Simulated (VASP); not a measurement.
Cs2AgBiBr6, 10 atoms in the cell. The structure is cubic, space group Fm-3m (No. 225). Conventional cell: a = 10.996 Å, b = 10.996 Å, c = 10.996 Å, α = 90.00°, β = 90.00°, γ = 90.00°. Cs (site symmetry -43m) has 12 Br at 3.89 Å and 4 Ag at 4.76 Å and 4 Bi at 4.76 Å within 5.1 Å. Within 3.5 Å of Ag (site symmetry m-3m) lie 6 Br at 2.69 Å. Bi (site symmetry m-3m) has 6 Br at 2.81 Å within 3.7 Å. Within 3.5 Å of Br (site symmetry 4mm) lie 1 Ag at 2.69 Å and 1 Bi at 2.81 Å. 

| Property | Result |
| --- | --- |
| Program | VASP 6.6.1 |
| Task | single point |
| Functional | LDA |
| Potentials or basis | VASP PAW LDA potentials, release 64 (Cs_sv, Ag, Bi_d, Br) |
| Cutoff | 520 eV |
| k mesh | 4 × 4 × 4 |
| Occupations | fermi-dirac, width 0.02 eV |
| Spin | no spin polarisation |
| Dipole correction | no |
| Further INCAR settings | ALGO = Normal; EDIFF = 1e-06; NBANDS = 54 |

Potentials or basis: VASP PAW LDA potentials, release 64 (Cs_sv, Ag, Bi_d, Br).

Launch:

```bash
$ cat potpaw_LDA.64/Cs_sv/POTCAR potpaw_LDA.64/Ag/POTCAR potpaw_LDA.64/Bi_d/POTCAR potpaw_LDA.64/Br/POTCAR > POTCAR
$ mpirun -np 1 vasp_std > vasp.out
```

Hardware: 1 thread of Intel(R) Xeon(R) Platinum 8488C (Sapphire Rapids), with other jobs on the host.

Question: How long does it take, and how much memory?

Answer: Run time: 2.2 min on 1 thread of Intel(R) Xeon(R) Platinum 8488C (Sapphire Rapids) (shared host), peak memory 0.46 GiB. Counts: scf iterations 13, k points 8.
